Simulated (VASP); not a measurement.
# Au (I4/mmm) in VASP: a series of runs, part 2 of 2

VASP 6.6.1.

## Step 3: Relaxation of cell and atoms, PBEsol

INCAR reads:

```
PREC     = Accurate       # precision mode
ENCUT    = 600            # plane-wave cutoff, eV
EDIFF    = 1E-6           # SCF threshold, eV
ISMEAR   = 0              # smearing method
SIGMA    = 0.1            # smearing width, eV
LREAL    = F              # projectors in reciprocal space
LASPH    = T              # aspherical terms in the spheres
NELM     = 100            # most SCF steps
ALGO     = Normal         # electronic algorithm
ISIF     = 3              # what is computed and relaxed
LWAVE    = F              # write WAVECAR
LCHARG   = F              # write CHGCAR
GGA      = PS             # functional
IBRION   = 2              # ionic algorithm
NSW      = 80             # ionic steps
EDIFFG   = -0.05          # ionic threshold
```

KPOINTS reads:

```
regular mesh
0
Gamma
  10 10 10
```

POSCAR reads:

```
Au
1.0
   -1.4744715401      1.4744715401      1.3876571783
    1.4744715401     -1.4744715401      1.3876571783
    1.4744715401      1.4744715401     -1.3876571783
Au
1
Direct
    0.0000000000      0.0000000000      0.0000000000
```

Potentials or basis: VASP PAW PBE potentials, release 64 (Au).

Run with:

```console
cat potpaw_PBE.64/Au/POTCAR > POTCAR
mpirun -np 1 vasp_std > vasp.out
```

OUTCAR:

```text
PREC = Accurate
   ENCUT = 600
   EDIFF = 1E-6
   ISMEAR = 0
   LREAL = F
   LASPH = T
   NELM = 100
   ISIF = 3
   GGA = PS
   IBRION = 2
   NSW = 80
   EDIFFG = -0.05

 ion  position               nearest neighbor table
   1  0.000  0.000  0.000-

  LATTYP: Found a body centered tetragonal cell.
 ALAT       =     2.9489430802
 C/A-ratio  =     0.9411217108

  Lattice vectors:

 A1 = (  -1.4744715401,   1.4744715401,   1.3876571783)
 A2 = (   1.4744715401,  -1.4744715401,   1.3876571783)
 A3 = (   1.4744715401,   1.4744715401,  -1.3876571783)

Analysis of symmetry for initial positions (statically):
=====================================================================
 Subroutine PRICEL returns:
 Original cell was already a primitive cell.

 Routine SETGRP: Setting up the symmetry group for a
 body centered tetragonal supercell.

 Subroutine GETGRP returns: Found 16 space group operations
 (whereof 16 operations were pure point group operations)
 out of a pool of 16 trial point group operations.

The static configuration has the point symmetry D_4h.

Analysis of symmetry for dynamics (positions and initial velocities):
=====================================================================
 Subroutine PRICEL returns:
 Original cell was already a primitive cell.

 Routine SETGRP: Setting up the symmetry group for a
 body centered tetragonal supercell.

 Subroutine GETGRP returns: Found 16 space group operations
 (whereof 16 operations were pure point group operations)
 out of a pool of 16 trial point group operations.

The dynamic configuration has the point symmetry D_4h.

 Subroutine INISYM returns: Found 16 space group operations
 (whereof 16 operations are pure point group operations),
 and found     1 'primitive' translations

----------------------------------------------------------------------------------------

                                     Primitive cell

  volume of cell :      12.0674

  direct lattice vectors                    reciprocal lattice vectors
    -1.474471540  1.474471540  1.387657178     0.000000000  0.339104545  0.360319543
     1.474471540 -1.474471540  1.387657178     0.339104545  0.000000000  0.360319543
     1.474471540  1.474471540 -1.387657178     0.339104545  0.339104545  0.000000000

  length of vectors
     2.504740523  2.504740523  2.504740523     0.494794973  0.494794973  0.479566246

  position of ions in fractional coordinates (direct lattice)
     0.000000000  0.000000000  0.000000000

  ion indices of the primitive-cell ions
   primitive index   ion index
                 1           1

----------------------------------------------------------------------------------------

 KPOINTS: regular mesh

Automatic generation of k-mesh.
 Grid dimensions read from file:
 generate k-points for:   10   10   10

 Generating k-lattice:

  Cartesian coordinates                     Fractional coordinates (reciprocal lattice)
     0.000000000  0.033910454  0.036031954     0.100000000 -0.000000000  0.000000000
     0.033910454  0.000000000  0.036031954    -0.000000000  0.100000000  0.000000000
     0.033910454  0.033910454  0.000000000     0.000000000  0.000000000  0.100000000

  Length of vectors
     0.049479497  0.049479497  0.047956625

  Shift w.r.t. Gamma in fractional coordinates (k-lattice)
     0.000000000  0.000000000  0.000000000

 Subroutine IBZKPT returns following result:
 ===========================================

 Found    102 irreducible k-points:

 Following reciprocal coordinates:
            Coordinates               Weight
  0.000000  0.000000  0.000000      1.000000
  0.100000  0.000000  0.000000      8.000000
  0.200000  0.000000  0.000000      8.000000
  0.300000  0.000000  0.000000      8.000000
  0.400000  0.000000 -0.000000      8.000000
  0.500000  0.000000 -0.000000      4.000000
[... 16 lines left out ...]
  0.300000  0.300000  0.000000      8.000000
  0.400000  0.300000  0.000000     16.000000
 [... further k-points ...]
   k-points           NKPTS =    102   k-points in BZ     NKDIM =    102   number of bands    NBANDS=      9
   number of dos      NEDOS =    301   number of ions     NIONS =      1
   total plane-waves  NPLWV =   8000
   dimension x,y,z NGX =    20 NGY =   20 NGZ =   20
   dimension x,y,z NGXF=    40 NGYF=   40 NGZF=   40
   ions per type =               1
   NGX,Y,Z   is equivalent  to a cutoff of  13.27, 13.27, 13.27 a.u.
   NGXF,Y,Z  is equivalent  to a cutoff of  26.55, 26.55, 26.55 a.u.
 SYSTEM =  unknown system
   PREC   = accura    normal or accurate (medium, high low for compatibility)
   ISTART =      0    job   : 0-new  1-cont  2-samecut
   ICHARG =      2    charge: 1-file 2-atom 10-const
   ISPIN  =      1    spin polarized calculation?
   LNONCOLLINEAR =      F non collinear calculations
   LSORBIT =      F    spin-orbit coupling
   LASPH  =      T    aspherical Exc in radial PAW
   ENCUT  =  600.0 eV  44.10 Ry    6.64 a.u.   5.00  5.00  5.00*2*pi/ulx,y,z
   NELM   =    100;   NELMIN=  2; NELMDL= -5     # of ELM steps
   EDIFF  = 0.1E-05   stopping-criterion for ELM
   LREAL  =      F    real-space projection
   EDIFFG = -.5E-01   stopping-criterion for IOM
   NSW    =     80    number of steps for IOM
   IBRION =      2    ionic relax: 0-MD 1-quasi-New 2-CG
   NFREE  =      1    steps in history (QN), initial steepest desc. (CG)
   ISIF   =      3    stress and relaxation
   ISYM   =      2    0-nonsym 1-usesym 2-fastsym
   POTIM  = 0.5000    time-step for ionic-motion
   TEBEG  =    0.0;   TEEND  =   0.0 temperature during run
   PSTRESS=    0.0 pullay stress
   NELECT =      11.0000    total number of electrons
   NUPDOWN=      -1.0000    fix difference up-down
   EMIN   =  10.00;   EMAX   =-10.00  energy-range for DOS
   EFERMI =   0.00;   METHOD = LEGACY
   ISMEAR =     0;   SIGMA  =   0.10  broadening in eV -4-tet -1-fermi 0-gaus
   EFERMI_NEDOS =   21; number of points for ismear=-14 and -15
   IALGO  =     38    algorithm
   IMIX   =      4    mixing-type and parameters
     AMIX     =   0.40;   BMIX     =  1.00
     AMIX_MAG =   1.60;   BMIX_MAG =  1.00
  volume/ion in A,a.u.               =      12.07        81.44
  Fermi-wavevector in a.u.,A,eV,Ry     =   1.587331  2.999620 34.281492  2.519619
  Thomas-Fermi vector in A             =   2.686505
   LORBIT       =      0    0 simple, 1 ext, 2 COOP (PROOUT), +10 PAW based schemes
   GGA     = PS    functional components
   LHFCALC =     F    Hartree Fock is set to
   AEXX    =    0.0000 exact exchange contribution
   IVDW    =     0    specifies the selected vdW correction
   LEPSILON=     F    determine dielectric tensor
   LRPA    =     F    only Hartree local field effects (RPA)
 conjugate gradient relaxation of ions
 non-spin polarized calculation
 Gauss-broadening in eV      SIGMA  =   0.10
  energy-cutoff  :      600.00
  volume of cell :       12.07
 maximum number of plane-waves:       418
   NGX =  9   NGY =  9   NGZ =  9

--------------------------------------- Ionic step        1  -------------------------------------------

 number of electron      11.0000000 magnetization

 Free energy of the ion-electron system (eV)
  ---------------------------------------------------
  ext. energy  EPLUGINS =         0.00000000
  ---------------------------------------------------
  free energy    TOTEN  =        -2.21412955 eV

  energy without entropy =       -2.21238413  energy(sigma->0) =       -2.21325684

------------------------ aborting loop because EDIFF is reached ----------------------------------------

  FORCE on cell =-STRESS in cart. coord.  units (eV):
  Direction    XX          YY          ZZ          XY          YZ          ZX
  --------------------------------------------------------------------------------------
  -------------------------------------------------------------------------------------
  Total       11.8356165     11.8356165     11.8660647      0.0000000      0.0000000      0.0000000
  in kB     1571.3991002   1571.3991002   1575.4416715      0.0000000      0.0000000      0.0000000
  external PRESSURE =    1572.7466240 kB  Pullay stress =       0.0000000 kB
[... 969 lines left out ...]
 k-point    24 :       0.4000    0.3000    0.0000
  band No.  band energies     occupation
      1       3.6177      2.00000
      2       4.6724      2.00000
      3       5.2292      2.00000
      4       7.3846      2.00000
      5       7.5914      2.00000
      6      13.2704      0.00000
      7      15.6814      0.00000
      8      17.9630      0.00000
      9      25.3877      0.00000

 [... further k-points ...]

[... ionic steps 4 to 11 ...]

--------------------------------------- Ionic step       12  -------------------------------------------

 number of electron      11.0000000 magnetization

------------------------ aborting loop because EDIFF is reached ----------------------------------------
[... 65 lines left out ...]
--------------------------------------- Ionic step       14  -------------------------------------------

 number of electron      11.0000000 magnetization

 Free energy of the ion-electron system (eV)
  ---------------------------------------------------
  ext. energy  EPLUGINS =         0.00000000
  ---------------------------------------------------
  free energy    TOTEN  =        -3.89003269 eV

  energy without entropy =       -3.88686125  energy(sigma->0) =       -3.88844697

 E-fermi :   9.4822     XC(G=0): -12.8890

 val. band max:        9.4204316444   @ k =   0.5000   0.3000   0.1000
 cond. band min:       9.5065642211   @ k =   0.3000   0.1000   0.1000
 fundamental gap:      0.0861325767
 Fermi energy:         9.4822234464
[... 316 lines left out ...]
  FREE ENERGIE OF THE ION-ELECTRON SYSTEM (eV)
  ---------------------------------------------------
  free  energy   TOTEN  =        -3.8900326907 eV

  energy  without entropy=       -3.8868612550  energy(sigma->0) =       -3.88844697

 reached required accuracy - stopping structural energy minimisation
```

Run time: 2.4 min. Hardware: 1 thread of Intel Xeon 8259CL, shared host; peak memory 0.15 GiB.

What came out:

* Free energy: -3.8900 eV
* Relaxed volume: 17.03 Å³/atom
* Relaxed cell: a = 2.816 Å, b = 2.816 Å, c = 2.816 Å, α = 106.33°, β = 106.33°, γ = 115.95°
* Space group after relaxing (to 0.1 Å): I4/mmm (No. 139)
* Pressure after relaxing: 0.0 GPa
* Band gap on the k mesh: zero (an odd number of electrons rules out a gap without spin polarisation)

Final structure:
```
CELL_PARAMETERS angstrom
-1.68846 1.68846 1.49357
1.68846 -1.68846 1.49357
1.68846 1.68846 -1.49357
ATOMIC_POSITIONS crystal
Au 0.00000 0.00000 0.00000
```

Levels at points of the mesh, in eV from the Fermi level:
```tsv
k point	band 3	band 4	band 5	band 6	band 7	band 8	band 9
(0.00, 0.00, 0.00)	-4.68	-4.68	-3.78	-2.71	15.51	15.51	18.05
(0.50, 0.00, 0.00)	-3.30	-2.34	-1.60	-0.59	3.79	11.66	12.82
(0.50, 0.50, 0.00)	-4.00	-3.18	-1.68	-1.35	2.71	13.39	15.76
(0.50, 0.50, 0.50)	-2.02	-2.02	-1.77	4.91	4.91	8.63	9.01
```

Caveat: the volume moved by over 15 % at a fixed basis, so the end points are rough; the PAW data sets were made with another functional, which shifts forces and pressure a little; spin-orbit coupling is left out, which moves the levels of the heavy elements.
